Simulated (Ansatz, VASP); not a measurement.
One calculation of HfO2, two programs

```
Hf O
1.0
     0.00000    2.68538    2.49356
     2.68538    0.00000    2.49356
     2.68538    2.68538    0.00000
Hf O
1 2
Direct
  0.00000 0.00000 0.00000
  0.25000 0.25000 0.25000
  0.75000 0.75000 0.75000
```

Change from the starting cell: strain +0.050 along x and y, -0.025 along z, atoms carried along.

Alike in both runs: task single point; functional PBE; k mesh 8 × 8 × 8; occupations gaussian, width 0.05 eV; no spin polarisation.

```csv
,VASP,Ansatz
version,VASP 6.6.1,Ansatz 0.2.0
potentials or method,"VASP PAW PBE potentials, release 64 (Hf_pv, O), cutoff 520 eV","scalar-relativistic, plane waves, PAW"
valence electrons in the cell,22,38
```

VASP gave:

- gap on the k mesh at the Fermi level (eV): 2.74
- least direct gap on the mesh (eV): 2.91
- pressure (GPa): -19.6
- traceless stress, the component that is largest in VASP (GPa): 20.16

**Question.** Estimate Ansatz's values.

**Answer.** gap on the k mesh at the Fermi level (eV): 2.77; least direct gap on the mesh (eV): 2.93; pressure (GPa): -16.8; traceless stress, the component that is largest in VASP (GPa): 19.89.

The functional is the same, so the differences come from potentials, cutoffs and numerics. VASP's potentials hold 22 valence electrons a cell and Ansatz's 38, so a difference there can come from the potentials and not from the codes.

Neither program's run includes spin-orbit coupling.
